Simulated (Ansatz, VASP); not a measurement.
# O in VASP and in Ansatz

```
O
1.0
     2.70150   -1.71450    0.00000
     2.70150    1.71450    0.00000
    -1.96499    0.00000    3.74799
O
2
Direct
  0.06400 0.06400 0.15300
  0.93600 0.93600 0.84700
```

Alike in both runs: task electric field gradients; functional PBE; k mesh 8 × 8 × 6; occupations fermi-dirac, width 0.01 eV; no spin polarisation.

|  | VASP | Ansatz |
| --- | --- | --- |
| version | VASP 6.6.1 | Ansatz 0.2.0 |
| potentials or method | VASP PAW PBE potentials, release 64 (O) | PAW with Ansatz's default frozen-core files, scalar-relativistic |
| plane-wave cutoff (eV) | 520 | 420 |
| valence electrons in the cell | 12 | 12 |

Ansatz gave:

```
pressure (GPa)                                                : 7.4
traceless stress, the component that is largest in VASP (GPa) : 23.11
rms of the force components (eV/Å)                            : 3.317
size of Vzz on the site where it differs most (V/Å²)          : 113.7
```

Question: Which values does VASP return?

Answer: Pressure (GPa): 11.0; traceless stress, the component that is largest in VASP (GPa): 30.91; rms of the force components (eV/Å): 4.618; size of Vzz on the site where it differs most (V/Å²): 114.3.

Atom by atom the forces differ by 1.301 eV/Å (rms over components).

Noted on VASP's run: the standard files for N, O and F lose accuracy on very short bonds; spin is off for a triplet molecule.
